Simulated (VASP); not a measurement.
# Se (Im-3m) in VASP: notebook

Se is run at these levels: PBEsol; tasks: single point, relaxation of cell and atoms.

Program: VASP 6.6.1. These are calculated values, not measurements. Logs are shortened: lines on timing, memory, paths and dates and some standing lists are left out, and cuts for length are marked.

### 1 The cell of the first run

It takes space group Im-3m (No. 229, cubic). The conventional cell has a = 3.375 Å, b = 3.375 Å, c = 3.375 Å, α = 90.00°, β = 90.00°, γ = 90.00°. Within 3.9 Å of Se (site symmetry m-3m) lie 14 Se at 2.92 to 3.38 Å.

This isn't the form of Se at room conditions, which is trigonal, of chains.

### 2 Single point, PBEsol

File INCAR:

```
SYSTEM = Se
PREC = Accurate
ENCUT = 520
EDIFF = 1E-6
ISMEAR = 0
SIGMA = 0.1
LREAL = .FALSE.
LASPH = .TRUE.
NELM = 100
ALGO = Normal
ISIF = 2
LWAVE = .FALSE.
LCHARG = .FALSE.
GGA = PS
NBANDS = 9
```

File KPOINTS:

```
Automatic mesh
0
G
  18 18 18
  0 0 0
```

File POSCAR:

```
Se
1.0
   -1.6876616454      1.6876616454      1.6876616454
    1.6876616454     -1.6876616454      1.6876616454
    1.6876616454      1.6876616454     -1.6876616454
Se
1
Direct
    0.0000000000      0.0000000000      0.0000000000
```

Potentials or basis: VASP PAW PBE potentials, release 64 (Se).

Run with:

```bash
$ cat potpaw_PBE.64/Se/POTCAR > POTCAR
$ mpirun -np 1 vasp_std > vasp.out
```

OUTCAR:

```text
SYSTEM = Se
   PREC = Accurate
   ENCUT = 520
   EDIFF = 1E-6
   ISMEAR = 0
   LREAL = .FALSE.
   LASPH = .TRUE.
   NELM = 100
   ISIF = 2
   GGA = PS

 ion  position               nearest neighbor table
   1  0.000  0.000  0.000-

  LATTYP: Found a body centered cubic cell.
 ALAT       =     3.3753232908

  Lattice vectors:

 A1 = (  -1.6876616454,   1.6876616454,   1.6876616454)
 A2 = (   1.6876616454,  -1.6876616454,   1.6876616454)
 A3 = (   1.6876616454,   1.6876616454,  -1.6876616454)

Analysis of symmetry for initial positions (statically):
=====================================================================
 Subroutine PRICEL returns:
 Original cell was already a primitive cell.

 Routine SETGRP: Setting up the symmetry group for a
 body centered cubic supercell.

 Subroutine GETGRP returns: Found 48 space group operations
 (whereof 48 operations were pure point group operations)
 out of a pool of 48 trial point group operations.

The static configuration has the point symmetry O_h .

Analysis of symmetry for dynamics (positions and initial velocities):
=====================================================================
 Subroutine PRICEL returns:
 Original cell was already a primitive cell.

 Routine SETGRP: Setting up the symmetry group for a
 body centered cubic supercell.

 Subroutine GETGRP returns: Found 48 space group operations
 (whereof 48 operations were pure point group operations)
 out of a pool of 48 trial point group operations.

The dynamic configuration has the point symmetry O_h .

 Subroutine INISYM returns: Found 48 space group operations
 (whereof 48 operations are pure point group operations),
 and found     1 'primitive' translations

----------------------------------------------------------------------------------------

                                     Primitive cell

  volume of cell :      19.2272

  direct lattice vectors                    reciprocal lattice vectors
    -1.687661645  1.687661645  1.687661645     0.000000000  0.296267917  0.296267917
     1.687661645 -1.687661645  1.687661645     0.296267917  0.000000000  0.296267917
     1.687661645  1.687661645 -1.687661645     0.296267917  0.296267917  0.000000000

  length of vectors
     2.923115716  2.923115716  2.923115716     0.418986106  0.418986106  0.418986106

  position of ions in fractional coordinates (direct lattice)
     0.000000000  0.000000000  0.000000000

  ion indices of the primitive-cell ions
   primitive index   ion index
                 1           1

----------------------------------------------------------------------------------------

 KPOINTS: Automatic mesh

Automatic generation of k-mesh.
 Grid dimensions read from file:
 generate k-points for:   18   18   18

 Generating k-lattice:

  Cartesian coordinates                     Fractional coordinates (reciprocal lattice)
     0.000000000  0.016459329  0.016459329     0.055555556  0.000000000  0.000000000
     0.016459329  0.000000000  0.016459329     0.000000000  0.055555556  0.000000000
     0.016459329  0.016459329  0.000000000     0.000000000  0.000000000  0.055555556

  Length of vectors
     0.023277006  0.023277006  0.023277006

  Shift w.r.t. Gamma in fractional coordinates (k-lattice)
     0.000000000  0.000000000  0.000000000

 Subroutine IBZKPT returns following result:
 ===========================================

 Found    195 irreducible k-points:

 Following reciprocal coordinates:
            Coordinates               Weight
  0.000000  0.000000  0.000000      1.000000
  0.055556  0.000000  0.000000     12.000000
  0.111111  0.000000  0.000000     12.000000
  0.166667  0.000000  0.000000     12.000000
  0.222222  0.000000  0.000000     12.000000
  0.277778  0.000000  0.000000     12.000000
[... 16 lines left out ...]
  0.333333  0.111111  0.000000     48.000000
  0.388889  0.111111  0.000000     48.000000
 [... further k-points ...]
   k-points           NKPTS =    195   k-points in BZ     NKDIM =    195   number of bands    NBANDS=      9
   number of dos      NEDOS =    301   number of ions     NIONS =      1
   total plane-waves  NPLWV =  13824
   dimension x,y,z NGX =    24 NGY =   24 NGZ =   24
   dimension x,y,z NGXF=    48 NGYF=   48 NGZF=   48
   ions per type =               1
   NGX,Y,Z   is equivalent  to a cutoff of  13.65, 13.65, 13.65 a.u.
   NGXF,Y,Z  is equivalent  to a cutoff of  27.30, 27.30, 27.30 a.u.
 SYSTEM =  Se
   PREC   = accura    normal or accurate (medium, high low for compatibility)
   ISTART =      0    job   : 0-new  1-cont  2-samecut
   ICHARG =      2    charge: 1-file 2-atom 10-const
   ISPIN  =      1    spin polarized calculation?
   LNONCOLLINEAR =      F non collinear calculations
   LSORBIT =      F    spin-orbit coupling
   LASPH  =      T    aspherical Exc in radial PAW
   ENCUT  =  520.0 eV  38.22 Ry    6.18 a.u.   5.44  5.44  5.44*2*pi/ulx,y,z
   NELM   =    100;   NELMIN=  2; NELMDL= -5     # of ELM steps
   EDIFF  = 0.1E-05   stopping-criterion for ELM
   LREAL  =      F    real-space projection
   EDIFFG = 0.1E-04   stopping-criterion for IOM
   NSW    =      0    number of steps for IOM
   IBRION =     -1    ionic relax: 0-MD 1-quasi-New 2-CG
   NFREE  =      0    steps in history (QN), initial steepest desc. (CG)
   ISIF   =      2    stress and relaxation
   ISYM   =      2    0-nonsym 1-usesym 2-fastsym
   POTIM  = 0.5000    time-step for ionic-motion
   TEBEG  =    0.0;   TEEND  =   0.0 temperature during run
   PSTRESS=    0.0 pullay stress
   NELECT =       6.0000    total number of electrons
   NUPDOWN=      -1.0000    fix difference up-down
   EMIN   =  10.00;   EMAX   =-10.00  energy-range for DOS
   EFERMI =   0.00;   METHOD = LEGACY
   ISMEAR =     0;   SIGMA  =   0.10  broadening in eV -4-tet -1-fermi 0-gaus
   EFERMI_NEDOS =   21; number of points for ismear=-14 and -15
   IALGO  =     38    algorithm
   IMIX   =      4    mixing-type and parameters
     AMIX     =   0.40;   BMIX     =  1.00
     AMIX_MAG =   1.60;   BMIX_MAG =  1.00
  volume/ion in A,a.u.               =      19.23       129.75
  Fermi-wavevector in a.u.,A,eV,Ry     =   1.110418  2.098386 16.776370  1.233028
  Thomas-Fermi vector in A             =   2.246969
   LORBIT       =      0    0 simple, 1 ext, 2 COOP (PROOUT), +10 PAW based schemes
   GGA     = PS    functional components
   LHFCALC =     F    Hartree Fock is set to
   AEXX    =    0.0000 exact exchange contribution
   IVDW    =     0    specifies the selected vdW correction
   LEPSILON=     F    determine dielectric tensor
   LRPA    =     F    only Hartree local field effects (RPA)
 non-spin polarized calculation
 Gauss-broadening in eV      SIGMA  =   0.10
  energy-cutoff  :      520.00
  volume of cell :       19.23
 maximum number of plane-waves:       537
 NGX is ok and might be reduce to    24
   NGX = 11   NGY = 11   NGZ = 11

 number of electron       6.0000001 magnetization

 Free energy of the ion-electron system (eV)
  ---------------------------------------------------
  ext. energy  EPLUGINS =         0.00000000
  ---------------------------------------------------
  free energy    TOTEN  =        -3.40040585 eV

  energy without entropy =       -3.39769604  energy(sigma->0) =       -3.39905094

 E-fermi :   6.1364     XC(G=0): -10.9764

 val. band max:        6.1229329693   @ k =   0.2778   0.2778   0.0556
 cond. band min:       6.1418993375   @ k =   0.1667   0.1667   0.0000
 fundamental gap:      0.0189663682
 Fermi energy:         6.1363573860

 k-point     1 :       0.0000    0.0000    0.0000
  band No.  band energies     occupation
      1     -10.5574      2.00000
      2       9.3616      0.00000
      3       9.3616      0.00000
      4       9.3616      0.00000
      5      17.8714      0.00000
      6      18.6134      0.00000
      7      18.6134      0.00000
      8      18.6134      0.00000
      9      21.6521      0.00000

 k-point     2 :       0.0556    0.0000    0.0000
  band No.  band energies     occupation
      1     -10.4879      2.00000
      2       8.9091      0.00000
      3       9.2070      0.00000
      4       9.3334      0.00000
      5      18.0503      0.00000
      6      18.3002      0.00000
      7      18.6175      0.00000
      8      18.9145      0.00000
      9      20.8788      0.00000

 k-point     3 :       0.1111    0.0000    0.0000
  band No.  band energies     occupation
      1     -10.2806      2.00000
      2       7.7657      0.00000
      3       8.8012      0.00000
      4       9.2512      0.00000
      5      17.3896      0.00000
      6      17.6024      0.00000
      7      19.4500      0.00000
      8      19.7595      0.00000
      9      20.5779      0.00000

 k-point     4 :       0.1667    0.0000    0.0000
  band No.  band energies     occupation
      1      -9.9395      2.00000
      2       6.2758      0.04863
      3       8.2639      0.00000
      4       9.1233      0.00000
      5      16.3184      0.00000
      6      16.8224      0.00000
      7      20.1810      0.00000
      8      20.7224      0.00000
      9      21.0280      0.00000

 k-point     5 :       0.2222    0.0000    0.0000
  band No.  band energies     occupation
      1      -9.4729      2.00000
      2       4.6640      2.00000
      3       7.7007      0.00000
      4       8.9639      0.00000
      5      15.3066      0.00000
      6      16.0947      0.00000
      7      20.6996      0.00000
      8      20.7495      0.00000
      9      22.6106      0.00000

 k-point     6 :       0.2778    0.0000    0.0000
  band No.  band energies     occupation
      1      -8.8962      2.00000
      2       3.0613      2.00000
      3       7.1813      0.00000
      4       8.7928      0.00000
      5      14.4624      0.00000
      6      15.4714      0.00000
      7      21.0267      0.00000
      8      21.3254      0.00000
      9      24.4359      0.00000
[... 169 lines left out ...]
 k-point    21 :       0.2222    0.1111    0.0000
  band No.  band energies     occupation
      1      -8.7078      2.00000
      2       3.0083      2.00000
      3       6.3963      0.00024
      4       8.2312      0.00000
      5      15.1163      0.00000
      6      16.2767      0.00000
      7      19.7647      0.00000
      8      22.2330      0.00000
      9      23.6353      0.00000

 k-point    22 :       0.2778    0.1111    0.0000
  band No.  band energies     occupation
      1      -8.0632      2.00000
      2       1.6350      2.00000
      3       5.8323      1.99998
      4       8.0201      0.00000
      5      14.5681      0.00000
      6      16.0471      0.00000
      7      20.1166      0.00000
      8      23.8227      0.00000
      9      24.3958      0.00000

 k-point    23 :       0.3333    0.1111    0.0000
  band No.  band energies     occupation
      1      -7.4056      2.00000
      2       0.4190      2.00000
      3       5.4279      2.00000
      4       7.8523      0.00000
      5      14.1662      0.00000
      6      15.8699      0.00000
      7      20.7127      0.00000
      8      24.5316      0.00000
      9      25.2708      0.00000

 k-point    24 :       0.3889    0.1111    0.0000
  band No.  band energies     occupation
      1      -6.8629      2.00000
      2      -0.4725      2.00000
      3       5.1852      2.00000
      4       7.7445      0.00000
      5      13.9227      0.00000
      6      15.7557      0.00000
      7      21.5086      0.00000
      8      23.7831      0.00000
      9      26.1913      0.00000

 [... further k-points ...]

------------------------ aborting loop because EDIFF is reached ----------------------------------------

  FORCE on cell =-STRESS in cart. coord.  units (eV):
  Direction    XX          YY          ZZ          XY          YZ          ZX
  --------------------------------------------------------------------------------------
  -------------------------------------------------------------------------------------
  Total        0.0100129      0.0100129      0.0100129      0.0000000     -0.0000000     -0.0000000
  in kB        0.8343590      0.8343590      0.8343590      0.0000000     -0.0000000     -0.0000000
  external PRESSURE =       0.8343590 kB  Pullay stress =       0.0000000 kB

 VOLUME and BASIS-vectors are now :
 -----------------------------------------------------------------------------
  energy-cutoff  :      520.00
  volume of cell :       19.23
      direct lattice vectors                 reciprocal lattice vectors
    -1.687661645  1.687661645  1.687661645     0.000000000  0.296267917  0.296267917
     1.687661645 -1.687661645  1.687661645     0.296267917  0.000000000  0.296267917
     1.687661645  1.687661645 -1.687661645     0.296267917  0.296267917  0.000000000

 POSITION                                       TOTAL-FORCE (eV/Angst)
 -----------------------------------------------------------------------------------
      0.00000      0.00000      0.00000         0.000000      0.000000      0.000000
 -----------------------------------------------------------------------------------
    total drift:                                0.000000      0.000000      0.000000

  FREE ENERGIE OF THE ION-ELECTRON SYSTEM (eV)
  ---------------------------------------------------
  free  energy   TOTEN  =        -3.4004058481 eV

  energy  without entropy=       -3.3976960363  energy(sigma->0) =       -3.39905094
```

Run time: 7.2 s. Hardware: 1 thread of Intel Xeon 6975P-C (Granite Rapids), shared host; peak memory 0.16 GiB.

What came out:

```
Free energy            : -3.4004 eV
Pressure               : 0.1 GPa
Band gap on the k mesh : zero (bands 3 and 4 overlap by 6.72 eV)
```

Caveat: the PAW data sets were made with another functional, which shifts forces and pressure a little.

### 3 Relaxation of cell and atoms, PBEsol

This run uses another cell than the first one, of 19.77 Å³/atom.

File INCAR:

```
SYSTEM = Se
PREC = Accurate ; ENCUT = 600
EDIFF = 1E-7 ; ISMEAR = 0
SIGMA = 0.1 ; LREAL = .FALSE.
LASPH = .TRUE. ; NELM = 100
ALGO = Normal ; ISIF = 3
LWAVE = .FALSE. ; LCHARG = .FALSE.
GGA = PS ; IBRION = 2
NSW = 100 ; EDIFFG = -0.005
```

KPOINTS is that of step 2.

File POSCAR:

```
Se
1.0
   -1.7034486149      1.7034486149      1.7034486149
    1.7034486149     -1.7034486149      1.7034486149
    1.7034486149      1.7034486149     -1.7034486149
Se
1
Direct
    0.0000000000      0.0000000000      0.0000000000
```

Potentials or basis: VASP PAW PBE potentials, release 64 (Se).

Run with:

```bash
$ cat potpaw_PBE.64/Se/POTCAR > POTCAR
$ mpirun -np 1 vasp_std > vasp.out
```

Wall time 16 s (1 thread of Intel Xeon 6975P-C (Granite Rapids), shared host); peak memory 0.17 GiB.

It converged, with:

| Property | Result |
| --- | --- |
| Free energy | -3.4005 eV |
| Relaxed volume | 19.25 Å³/atom |
| Relaxed cell | a = 2.924 Å, b = 2.924 Å, c = 2.924 Å, α = 109.47°, β = 109.47°, γ = 109.47° |
| Space group after relaxing (to 0.1 Å) | Im-3m (No. 229) |
| Energy gained by relaxing | 3.6 meV/atom |
| Ionic steps | 3 |
| Pressure after relaxing | 0.0 GPa |
| Band gap on the k mesh | zero (bands 3 and 4 overlap by 6.71 eV) |

The path:
| step | energy change (eV) | largest force (eV/Å) | pressure (GPa) | volume (Å³) |
| --- | --- | --- | --- | --- |
| 1 | 0.0000 | 0.0000 | -2.18 | 19.77 |
| 2 | -0.0028 | 0.0000 | 1.10 | 19.01 |
| 3 | -0.0036 | 0.0000 | 0.00 | 19.25 |

Final structure:
```
CELL_PARAMETERS angstrom
-1.68829 1.68829 1.68829
1.68829 -1.68829 1.68829
1.68829 1.68829 -1.68829
ATOMIC_POSITIONS crystal
Se 0.00000 0.00000 0.00000
```

Levels at points of the mesh, in eV from the Fermi level:
```tsv
k point	band 1	band 2	band 3	band 4	band 5	band 6	band 7
(0.00, 0.00, 0.00)	-16.68	3.22	3.22	3.22	11.72	12.47	12.47
(0.50, 0.00, 0.00)	-12.91	-7.17	0.02	2.25	6.84	8.19	17.55
(0.50, 0.50, 0.50)	-10.26	-3.49	-3.49	-3.49	3.70	3.70	23.15
```

Caveat: the PAW data sets were made with another functional, which shifts forces and pressure a little.

### 4 Single point, PBEsol

This run uses another cell than the first one, of 19.32 Å³/atom.

File INCAR:

```
SYSTEM = Se
  PREC = Accurate
  ENCUT = 520
  EDIFF = 1E-6
  ISMEAR = -1
  SIGMA = 0.15
  LREAL = .FALSE.
  LASPH = .TRUE.
  NELM = 100
  ALGO = Normal
  ISIF = 2
  LWAVE = .FALSE.
  LCHARG = .TRUE.
  GGA = PS
  LELF = .TRUE.
  LVHAR = .TRUE.
  NBANDS = 9
```

File KPOINTS:

```
Automatic mesh
0
G
  20 20 20
  0 0 0
```

File POSCAR:

```
Se
1.0
   -1.6903301878      1.6903301878      1.6903301878
    1.6903301878     -1.6903301878      1.6903301878
    1.6903301878      1.6903301878     -1.6903301878
Se
1
Direct
    0.0000000000      0.0000000000      0.0000000000
```

Run with:

```bash
$ cat potpaw_PBE.64/Se/POTCAR > POTCAR
$ mpirun -np 1 vasp_std > vasp.out
```

It took 9.4 s on 1 thread of Intel Xeon 6975P-C (Granite Rapids), shared host; peak memory 0.17 GiB.

The run converged. Its results:

| Property | Result |
| --- | --- |
| Free energy | -3.4208 eV |
| Pressure | 0.1 GPa |
| Band gap on the k mesh | zero (bands 3 and 4 overlap by 7.29 eV) |

Levels at points of the mesh, in eV from the Fermi level:
| k point | band 1 | band 2 | band 3 | band 4 | band 5 | band 6 | band 7 |
| --- | --- | --- | --- | --- | --- | --- | --- |
| (0.00, 0.00, 0.00) | -16.61 | 3.24 | 3.24 | 3.24 | 11.70 | 12.50 | 12.50 |
| (0.50, 0.00, 0.00) | -12.86 | -7.10 | 0.06 | 2.27 | 6.87 | 8.23 | 17.57 |
| (0.50, 0.50, 0.50) | -10.23 | -3.43 | -3.43 | -3.43 | 3.75 | 3.75 | 23.16 |

Caveat: the PAW data sets were made with another functional, which shifts forces and pressure a little.

### 5 Relaxation of cell and atoms, PBEsol

File INCAR:

```
PREC = Accurate
ENCUT = 600
EDIFF = 1E-6
ISMEAR = -1
SIGMA = 0.15
LREAL = False
LASPH = True
NELM = 100
ALGO = Fast
ISIF = 3
LWAVE = False
LCHARG = False
GGA = PS
IBRION = 2
NSW = 80
EDIFFG = -0.001
```

File KPOINTS:

```
regular mesh
0
Gamma
  20 20 20
```

File POSCAR:

```
Se
1.0
   -1.6876616454      1.6876616454      1.6876616454
    1.6876616454     -1.6876616454      1.6876616454
    1.6876616454      1.6876616454     -1.6876616454
Se
1
Direct
    0.0000000000      0.0000000000      0.0000000000
```

Run with:

```bash
$ cat potpaw_PBE.64/Se/POTCAR > POTCAR
$ mpirun -np 1 vasp_std > vasp.out
```

It took 20 s on 1 thread of Intel Xeon 6975P-C (Granite Rapids), shared host; peak memory 0.18 GiB.

Results (log left out):

```
Free energy                           : -3.4208 eV
Relaxed volume                        : 19.34 Å³/atom
Relaxed cell                          : a = 2.929 Å, b = 2.929 Å, c = 2.929 Å, α = 109.47°, β = 109.47°, γ = 109.47°
Space group after relaxing (to 0.1 Å) : Im-3m (No. 229)
Energy gained by relaxing             : 0.2 meV/atom
Ionic steps                           : 4
Pressure after relaxing               : 0.0 GPa
Band gap on the k mesh                : zero (bands 3 and 4 overlap by 7.28 eV)
```

The path:
```csv
step,energy change (eV),largest force (eV/Å),pressure (GPa),volume (Å³)
1,0.0000,0.0000,0.49,19.23
2,-0.0001,0.0000,-0.24,19.39
3,-0.0002,0.0000,-0.01,19.34
4,-0.0002,0.0000,-0.01,19.34
```

Final structure:
```
Se
1.0
    -1.69089    1.69089    1.69089
     1.69089   -1.69089    1.69089
     1.69089    1.69089   -1.69089
Se
1
Direct
  0.00000 0.00000 0.00000
```

Levels at points of the mesh, in eV from the Fermi level:
| k point | band 1 | band 2 | band 3 | band 4 | band 5 | band 6 |
| --- | --- | --- | --- | --- | --- | --- |
| (0.00, 0.00, 0.00) | -16.60 | 3.23 | 3.23 | 3.23 | 11.69 | 12.50 |
| (0.50, 0.00, 0.00) | -12.85 | -7.09 | 0.06 | 2.27 | 6.87 | 8.23 |
| (0.50, 0.50, 0.50) | -10.23 | -3.43 | -3.43 | -3.43 | 3.76 | 3.76 |

Caveat: the PAW data sets were made with another functional, which shifts forces and pressure a little.

### 6 Overview

```tsv
task	cell	k mesh	cutoff (eV)	smearing	gap on the mesh (eV)	pressure (GPa)	relaxed volume (Å³/atom)
single point	a = 2.923 Å, angles 109.5°, 1 atom	18 × 18 × 18	520	gaussian 0.1 eV	none	0.1	-
relaxation of cell and atoms	relaxed from a = 2.950 Å, angles 109.5°, 1 atom	18 × 18 × 18	600	gaussian 0.1 eV	none	0.0	19.25
single point	a = 2.928 Å, angles 109.5°, 1 atom	20 × 20 × 20	520	fermi-dirac 0.15 eV	none	0.1	-
relaxation of cell and atoms	relaxed from a = 2.923 Å, angles 109.5°, 1 atom	20 × 20 × 20	600	fermi-dirac 0.15 eV	none	0.0	19.34
```

Alike in all rows: level PBEsol; potentials or basis VASP PAW PBE potentials, release 64 (Se); no spin polarisation.

Caveats: the PAW data sets were made with another functional, which shifts forces and pressure a little.

Absolute energies hang on the potentials; compare differences alone.
